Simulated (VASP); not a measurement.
# Cl (P6_3/mmc) in VASP: a series of runs

Runs on Cl. Level: PBE. Tasks: single point.

All numbers are computed with VASP 6.6.1; they aren't measurements. Logs are shortened: lines on timing, memory, paths and dates and some standing lists are left out, and cuts for length are marked.

### 1 The cell of the first run

It takes space group P6_3/mmc (No. 194, hexagonal). The conventional cell has a = 2.979 Å, b = 2.979 Å, c = 3.878 Å, α = 90.00°, β = 90.00°, γ = 120.00°. Within 3.4 Å of Cl (site symmetry -6m2) lie 12 Cl at 2.59 to 2.98 Å.

### 2 Single point, PBE (volume scaled by 0.65)

Input file INCAR:

```
SYSTEM = Cl
PREC = Accurate
ENCUT = 520
EDIFF = 1E-6
ISMEAR = -1
SIGMA = 0.08
LREAL = .False.
LASPH = .True.
NELM = 60
ALGO = Normal
ISIF = 2
LWAVE = .False.
LCHARG = .True.
GGA = PE
LELF = .True.
LVHAR = .True.
NBANDS = 14
```

Input file KPOINTS:

```
regular mesh
0
Gamma
  14 14 8
  0 0 0
```

Input file POSCAR:

```
Cl
1.0
    2.9790660390      0.0000000000      0.0000000000
   -1.4895330195      2.5799468694      0.0000000000
    0.0000000000      0.0000000000      3.8779391961
Cl
2
Direct
    0.3333333333      0.6666666667      0.2500000000
    0.6666666667      0.3333333333      0.7500000000
```

Potentials or basis: VASP PAW PBE potentials, release 64 (Cl).

Launch:

```bash
> cat potpaw_PBE.64/Cl/POTCAR > POTCAR
> mpirun -np 1 vasp_std > vasp.out
```

OUTCAR:

```text
SYSTEM = Cl
   PREC = Accurate
   ENCUT = 520
   EDIFF = 1E-6
   ISMEAR = -1
   LREAL = .False.
   LASPH = .True.
   NELM = 60
   ISIF = 2
   GGA = PE

 ion  position               nearest neighbor table
   1  0.333  0.667  0.250-   2 2.59   2 2.59   2 2.59   2 2.59   2 2.59   2 2.59
   2  0.667  0.333  0.750-   1 2.59   1 2.59   1 2.59   1 2.59   1 2.59   1 2.59

  LATTYP: Found a hexagonal cell.
 ALAT       =     2.9790660390
 C/A-ratio  =     1.3017298527

  Lattice vectors:

 A1 = (   2.9790660390,   0.0000000000,   0.0000000000)
 A2 = (  -1.4895330195,   2.5799468694,   0.0000000000)
 A3 = (   0.0000000000,   0.0000000000,   3.8779391961)

Analysis of symmetry for initial positions (statically):
=====================================================================
 Subroutine PRICEL returns:
 Original cell was already a primitive cell.

 Routine SETGRP: Setting up the symmetry group for a
 hexagonal supercell.

 Subroutine GETGRP returns: Found 24 space group operations
 (whereof 12 operations were pure point group operations)
 out of a pool of 24 trial point group operations.

The static configuration has the point symmetry D_3d.
 The point group associated with its full space group is D_6h.

Analysis of symmetry for dynamics (positions and initial velocities):
=====================================================================
 Subroutine PRICEL returns:
 Original cell was already a primitive cell.

 Routine SETGRP: Setting up the symmetry group for a
 hexagonal supercell.

 Subroutine GETGRP returns: Found 24 space group operations
 (whereof 12 operations were pure point group operations)
 out of a pool of 24 trial point group operations.

The dynamic configuration has the point symmetry D_3d.
 The point group associated with its full space group is D_6h.

 Subroutine INISYM returns: Found 24 space group operations
 (whereof 12 operations are pure point group operations),
 and found     1 'primitive' translations

----------------------------------------------------------------------------------------

                                     Primitive cell

  volume of cell :      29.8052

  direct lattice vectors                    reciprocal lattice vectors
     2.979066039  0.000000000  0.000000000     0.335675674  0.193802441  0.000000000
[... 88 lines left out ...]
   EDIFFG = 0.1E-04   stopping-criterion for IOM
   NSW    =      0    number of steps for IOM
   IBRION =     -1    ionic relax: 0-MD 1-quasi-New 2-CG
   NFREE  =      0    steps in history (QN), initial steepest desc. (CG)
   ISIF   =      2    stress and relaxation
   ISYM   =      2    0-nonsym 1-usesym 2-fastsym
   POTIM  = 0.5000    time-step for ionic-motion
   TEBEG  =    0.0;   TEEND  =   0.0 temperature during run
   PSTRESS=    0.0 pullay stress
   NELECT =      14.0000    total number of electrons
   NUPDOWN=      -1.0000    fix difference up-down
   EMIN   =  10.00;   EMAX   =-10.00  energy-range for DOS
   EFERMI =   0.00;   METHOD = LEGACY
   ISMEAR =    -1;   SIGMA  =   0.08  broadening in eV -4-tet -1-fermi 0-gaus
   EFERMI_NEDOS =   21; number of points for ismear=-14 and -15
   IALGO  =     38    algorithm
   IMIX   =      4    mixing-type and parameters
     AMIX     =   0.40;   BMIX     =  1.00
     AMIX_MAG =   1.60;   BMIX_MAG =  1.00
  volume/ion in A,a.u.               =      14.90       100.57
  Fermi-wavevector in a.u.,A,eV,Ry     =   1.272585  2.404837 22.034270  1.619473
  Thomas-Fermi vector in A             =   2.405456
   LORBIT       =      0    0 simple, 1 ext, 2 COOP (PROOUT), +10 PAW based schemes
   GGA     = PE    functional components
   LHFCALC =     F    Hartree Fock is set to
   AEXX    =    0.0000 exact exchange contribution
   IVDW    =     0    specifies the selected vdW correction
   LEPSILON=     F    determine dielectric tensor
   LRPA    =     F    only Hartree local field effects (RPA)
 non-spin polarized calculation
  energy-cutoff  :      520.00
  volume of cell :       29.81
 maximum number of plane-waves:       831
 NGX is ok and might be reduce to    24
   NGX = 11   NGY = 11   NGZ = 15

 number of electron      14.0000002 magnetization

 Free energy of the ion-electron system (eV)
  ---------------------------------------------------
  ext. energy  EPLUGINS =         0.00000000
  ---------------------------------------------------
  free energy    TOTEN  =        -1.19680570 eV

  energy without entropy =       -1.16046104  energy(sigma->0) =       -1.17863337

 E-fermi :   7.0067     XC(G=0): -11.3075

 val. band max:        7.0008341349   @ k =   0.4286   0.0714   0.1250
 cond. band min:       7.0087673152   @ k =   0.0714   0.0000   0.2500
 fundamental gap:      0.0079331804
 Fermi energy:         7.0067265701

 k-point     1 :       0.0000    0.0000    0.0000
  band No.  band energies     occupation
      1     -11.9276      2.00000
      2      -6.5109      2.00000
      3      -0.5741      2.00000
      4       5.1357      2.00000
      5       5.1357      2.00000
      6       7.3182      0.03994
      7       7.3182      0.03994
      8       9.1798      0.00000
      9      13.8741      0.00000
     10      18.2036      0.00000
     11      19.2233      0.00000
     12      19.2233      0.00000
     13      21.0758      0.00000
     14      21.0758      0.00000
[... 377 lines left out ...]
      1      -8.4293      2.00000
      2      -7.9366      2.00000
      3       0.2058      2.00000
      4       3.0674      2.00000
      5       3.2780      2.00000
      6       3.4920      2.00000
      7       3.9666      2.00000
      8       5.6309      2.00000
      9      14.0969      0.00000
     10      17.6172      0.00000
     11      19.5803      0.00000
     12      19.6882      0.00000
     13      23.4761      0.00000
     14      24.4988      0.00000

 [... further k-points ...]
[... 5 lines left out ...]
  --------------------------------------------------------------------------------------
  -------------------------------------------------------------------------------------
  Total        5.7153808      5.7153808      5.7181123      0.0000000      0.0000000      0.0000000
  in kB      307.2301705    307.2301705    307.3770074      0.0000000      0.0000000      0.0000000
  external PRESSURE =     307.2791161 kB  Pullay stress =       0.0000000 kB

 VOLUME and BASIS-vectors are now :
 -----------------------------------------------------------------------------
  energy-cutoff  :      520.00
  volume of cell :       29.81
      direct lattice vectors                 reciprocal lattice vectors
     2.979066039  0.000000000  0.000000000     0.335675674  0.193802441  0.000000000
    -1.489533020  2.579946869  0.000000000     0.000000000  0.387604881  0.000000000
     0.000000000  0.000000000  3.877939196     0.000000000  0.000000000  0.257868922

 POSITION                                       TOTAL-FORCE (eV/Angst)
 -----------------------------------------------------------------------------------
     -0.00000      1.71996      0.96948         0.000000     -0.000000      0.000000
      1.48953      0.85998      2.90845        -0.000000      0.000000      0.000000
 -----------------------------------------------------------------------------------
    total drift:                               -0.000000      0.000000     -0.000000

  FREE ENERGIE OF THE ION-ELECTRON SYSTEM (eV)
  ---------------------------------------------------
  free  energy   TOTEN  =        -1.1968056954 eV

  energy  without entropy=       -1.1604610366  energy(sigma->0) =       -1.17863337
```

OSZICAR:

```text
N       E                     dE             d eps       ncg     rms          rms(c)
DAV:   1     0.725513664910E+02    0.72551E+02   -0.69096E+03  3376   0.917E+02
DAV:   2     0.182982789607E+01   -0.70722E+02   -0.66482E+02  4700   0.177E+02
DAV:   3    -0.119707365086E+01   -0.30269E+01   -0.29965E+01  4530   0.383E+01
DAV:   4    -0.121883648272E+01   -0.21763E-01   -0.21758E-01  3892   0.395E+00
DAV:   5    -0.121907797921E+01   -0.24150E-03   -0.24149E-03  4548   0.410E-01    0.146E+01
DAV:   6    -0.120004091799E+01    0.19037E-01   -0.17052E-02  4140   0.775E-01    0.878E+00
DAV:   7    -0.119738119323E+01    0.26597E-02   -0.25976E-02  4440   0.994E-01    0.247E-01
DAV:   8    -0.119678993184E+01    0.59126E-03   -0.24362E-03  3864   0.309E-01    0.309E-02
DAV:   9    -0.119680134677E+01   -0.11415E-04   -0.49631E-05  4560   0.493E-02    0.160E-02
DAV:  10    -0.119680548769E+01   -0.41409E-05   -0.53198E-06  3984   0.161E-02    0.114E-02
DAV:  11    -0.119680569537E+01   -0.20768E-06   -0.52617E-07  2904   0.524E-03
   1 F= -.11968057E+01 E0= -.11786334E+01  d E =-.363447E-01
```

stdout:

```text
POSCAR found type information on POSCAR Cl
 POSCAR found :  1 types and       2 ions
 scaLAPACK will be used
 LDA part: xc-table for (Slater+PW92), standard interpolation
 POSCAR, INCAR and KPOINTS ok, starting setup
 FFT: planning ... GRIDC
 FFT: planning ... GRID_SOFT
 FFT: planning ... GRID
 WAVECAR not read
 entering main loop
```

Run time: 54 s. Hardware: 1 thread of Intel Xeon Platinum 8375C at 2.90GHz (Ice Lake), shared host; peak memory 0.16 GiB.

Results:

```yaml
Free_energy: -1.1968 eV
Pressure: 30.7 GPa
Band_gap_on_the_k_mesh: zero (band 7 reaches 8.16 eV, above the bottom of band 8 at 5.41 eV)
```

Levels at points of the mesh, in eV from the Fermi level:
```tsv
k point	band 5	band 6	band 7	band 8	band 9	band 10
(0.00, 0.00, 0.00)	-1.87	0.31	0.31	2.17	6.87	11.20
(0.50, 0.00, 0.00)	-3.77	-3.61	-2.18	0.45	5.73	10.31
(0.00, 0.00, 0.50)	-0.80	-0.80	-0.80	-0.80	10.13	10.13
(0.50, 0.00, 0.50)	-2.11	-2.11	-0.19	-0.19	8.93	8.93
```

### 3 Single point, PBE (volume scaled by 0.65)

Input file INCAR:

```
PREC     = Accurate       # precision mode
ENCUT    = 520            # plane-wave cutoff, eV
EDIFF    = 1E-7           # SCF threshold, eV
ISMEAR   = -1             # smearing method
SIGMA    = 0.08           # smearing width, eV
LREAL    = False          # projectors in reciprocal space
LASPH    = True           # aspherical terms in the spheres
NELM     = 100            # most SCF steps
ALGO     = Normal         # electronic algorithm
ISIF     = 2              # what is computed and relaxed
LWAVE    = False          # write WAVECAR
LCHARG   = True           # write CHGCAR
GGA      = PE             # functional
LELF     = True           # ELF
LVHAR    = True         
NBANDS   = 14             # bands
```

Input file KPOINTS:

```
Automatic mesh
0
Gamma
  14 14 8
```

POSCAR is that of step 2.

Potentials or basis: VASP PAW PBE potentials, release 64 (Cl).

Launch:

```bash
> cat potpaw_PBE.64/Cl/POTCAR > POTCAR
> mpirun -np 1 vasp_std > vasp.out
```

OUTCAR:

```text
PREC = Accurate
   ENCUT = 520
   EDIFF = 1E-7
   ISMEAR = -1
   LREAL = False
   LASPH = True
   NELM = 100
   ISIF = 2
   GGA = PE

 ion  position               nearest neighbor table
   1  0.333  0.667  0.250-   2 2.59   2 2.59   2 2.59   2 2.59   2 2.59   2 2.59
   2  0.667  0.333  0.750-   1 2.59   1 2.59   1 2.59   1 2.59   1 2.59   1 2.59

  LATTYP: Found a hexagonal cell.
 ALAT       =     2.9790660390
 C/A-ratio  =     1.3017298527

  Lattice vectors:

 A1 = (   2.9790660390,   0.0000000000,   0.0000000000)
 A2 = (  -1.4895330195,   2.5799468694,   0.0000000000)
 A3 = (   0.0000000000,   0.0000000000,   3.8779391961)

Analysis of symmetry for initial positions (statically):
=====================================================================
 Subroutine PRICEL returns:
 Original cell was already a primitive cell.

 Routine SETGRP: Setting up the symmetry group for a
 hexagonal supercell.

 Subroutine GETGRP returns: Found 24 space group operations
 (whereof 12 operations were pure point group operations)
 out of a pool of 24 trial point group operations.

The static configuration has the point symmetry D_3d.
[... 167 lines left out ...]
 fundamental gap:      0.0079300069
 Fermi energy:         7.0065935527

 k-point     1 :       0.0000    0.0000    0.0000
  band No.  band energies     occupation
      1     -11.9277      2.00000
      2      -6.5110      2.00000
      3      -0.5741      2.00000
      4       5.1355      2.00000
      5       5.1355      2.00000
      6       7.3180      0.03995
      7       7.3180      0.03995
      8       9.1797      0.00000
      9      13.8742      0.00000
     10      18.2038      0.00000
     11      19.2233      0.00000
     12      19.2233      0.00000
     13      21.0757      0.00000
     14      21.0757      0.00000
[... 377 lines left out ...]
      1      -8.4294      2.00000
      2      -7.9368      2.00000
      3       0.2057      2.00000
      4       3.0673      2.00000
      5       3.2779      2.00000
      6       3.4919      2.00000
      7       3.9665      2.00000
      8       5.6308      2.00000
      9      14.0971      0.00000
     10      17.6173      0.00000
     11      19.5804      0.00000
     12      19.6882      0.00000
     13      23.4761      0.00000
     14      24.4984      0.00000

 [... further k-points ...]
[... 5 lines left out ...]
  --------------------------------------------------------------------------------------
  -------------------------------------------------------------------------------------
  Total        5.7174873      5.7174873      5.7214500      0.0000000     -0.0000000      0.0000000
  in kB      307.3434094    307.3434095    307.5564203      0.0000000     -0.0000000      0.0000000
  external PRESSURE =     307.4144131 kB  Pullay stress =       0.0000000 kB

 VOLUME and BASIS-vectors are now :
 -----------------------------------------------------------------------------
  energy-cutoff  :      520.00
  volume of cell :       29.81
      direct lattice vectors                 reciprocal lattice vectors
     2.979066039  0.000000000  0.000000000     0.335675674  0.193802441  0.000000000
    -1.489533020  2.579946869  0.000000000     0.000000000  0.387604881  0.000000000
     0.000000000  0.000000000  3.877939196     0.000000000  0.000000000  0.257868922

 POSITION                                       TOTAL-FORCE (eV/Angst)
 -----------------------------------------------------------------------------------
     -0.00000      1.71996      0.96948        -0.000000      0.000000      0.000000
      1.48953      0.85998      2.90845         0.000000      0.000000      0.000000
 -----------------------------------------------------------------------------------
    total drift:                               -0.000000      0.000000     -0.000000

  FREE ENERGIE OF THE ION-ELECTRON SYSTEM (eV)
  ---------------------------------------------------
  free  energy   TOTEN  =        -1.1968054721 eV

  energy  without entropy=       -1.1604605828  energy(sigma->0) =       -1.17863303
```

stdout:

```text
POSCAR found type information on POSCAR Cl
 POSCAR found :  1 types and       2 ions
 scaLAPACK will be used
 LDA part: xc-table for (Slater+PW92), standard interpolation
 POSCAR, INCAR and KPOINTS ok, starting setup
 FFT: planning ... GRIDC
 FFT: planning ... GRID_SOFT
 FFT: planning ... GRID
 WAVECAR not read
 entering main loop
```

Run time: 63 s. Hardware: 1 thread of Intel Xeon Platinum 8375C at 2.90GHz (Ice Lake), shared host; peak memory 0.16 GiB.

What came out:

| Property | Result |
| --- | --- |
| Free energy | -1.1968 eV |
| Pressure | 30.7 GPa |
| Band gap on the k mesh | zero (band 7 reaches 8.16 eV, above the bottom of band 8 at 5.41 eV) |

### 4 Single point, PBE (volume scaled by 0.75)

Input file INCAR:

```
PREC = Accurate
ENCUT = 520
EDIFF = 1E-6
ISMEAR = -1
SIGMA = 0.08
LREAL = F
LASPH = T
NELM = 80
ALGO = Normal
ISIF = 2
LWAVE = F
LCHARG = F
GGA = PE
NBANDS = 14
```

KPOINTS is that of step 3.

Input file POSCAR:

```
Cl
1.0
    3.1864627480      0.0000000000      0.0000000000
   -1.5932313740      2.7595576880      0.0000000000
    0.0000000000      0.0000000000      3.9110329245
Cl
2
Direct
    0.3333333333      0.6666666667      0.2500000000
    0.6666666667      0.3333333333      0.7500000000
```

Launch:

```bash
> cat potpaw_PBE.64/Cl/POTCAR > POTCAR
> mpirun -np 1 vasp_std > vasp.out
```

Run time: 51 s. Hardware: 1 thread of Intel Xeon Platinum 8375C at 2.90GHz (Ice Lake), shared host; peak memory 0.17 GiB.

The run converged. Its results:

| Quantity | Value |
| --- | --- |
| Free energy | -1.8247 eV |
| Pressure | 14.6 GPa |
| Band gap on the k mesh | zero (band 7 reaches 5.93 eV, above the bottom of band 8 at 3.80 eV) |

Levels at points of the mesh, in eV from the Fermi level:
| k point | band 5 | band 6 | band 7 | band 8 | band 9 | band 10 |
| --- | --- | --- | --- | --- | --- | --- |
| (0.00, 0.00, 0.00) | -2.04 | 0.03 | 0.03 | 1.62 | 6.93 | 10.06 |
| (0.50, 0.00, 0.00) | -3.51 | -2.67 | -1.74 | 0.36 | 6.43 | 10.71 |
| (0.00, 0.00, 0.50) | -1.02 | -1.02 | -1.02 | -1.02 | 10.27 | 10.27 |
| (0.50, 0.00, 0.50) | -1.96 | -1.96 | -0.02 | -0.02 | 9.29 | 9.29 |

### 5 Single point, PBE (volume scaled by 0.75)

Input file INCAR:

```
SYSTEM = Cl
PREC     = Accurate       ! precision mode
ENCUT    = 520            ! plane-wave cutoff, eV
EDIFF    = 1E-6           ! SCF threshold, eV
ISMEAR   = -1             ! smearing method
SIGMA    = 0.08           ! smearing width, eV
LREAL    = .False.        ! projectors in reciprocal space
LASPH    = .True.         ! aspherical terms in the spheres
NELM     = 100            ! most SCF steps
ALGO     = Normal         ! electronic algorithm
ISIF     = 2              ! what is computed and relaxed
LWAVE    = .False.        ! write WAVECAR
LCHARG   = .False.        ! write CHGCAR
GGA      = PE             ! functional
NBANDS   = 14             ! bands
```

Input file KPOINTS:

```
Automatic mesh
0
Gamma
  14 14 8
  0 0 0
```

POSCAR is that of step 4.

Launch:

```bash
> cat potpaw_PBE.64/Cl/POTCAR > POTCAR
> mpirun -np 1 vasp_std > vasp.out
```

Run time: 55 s. Hardware: 1 thread of Intel Xeon Platinum 8375C at 2.90GHz (Ice Lake), shared host; peak memory 0.16 GiB.

The run converged. Its results:

```
Free energy            : -1.8247 eV
Pressure               : 14.6 GPa
Band gap on the k mesh : zero (band 7 reaches 5.93 eV, above the bottom of band 8 at 3.80 eV)
```

Levels at points of the mesh, in eV from the Fermi level:
```
           k point  band 3  band 4  band 5  band 6  band 7  band 8  band 9  band 10  band 11  band 12
(0.00, 0.00, 0.00)   -6.17   -2.04   -2.04    0.03    0.03    1.62    6.93    10.06    12.18    12.18
(0.50, 0.00, 0.00)   -5.15   -3.89   -3.51   -2.67   -1.74    0.36    6.43    10.71    11.38    11.95
(0.00, 0.00, 0.50)   -2.14   -2.14   -1.02   -1.02   -1.02   -1.02   10.27    10.27    11.17    11.17
(0.50, 0.00, 0.50)   -6.42   -6.42   -1.96   -1.96   -0.02   -0.02    9.29     9.29    12.92    12.92
```
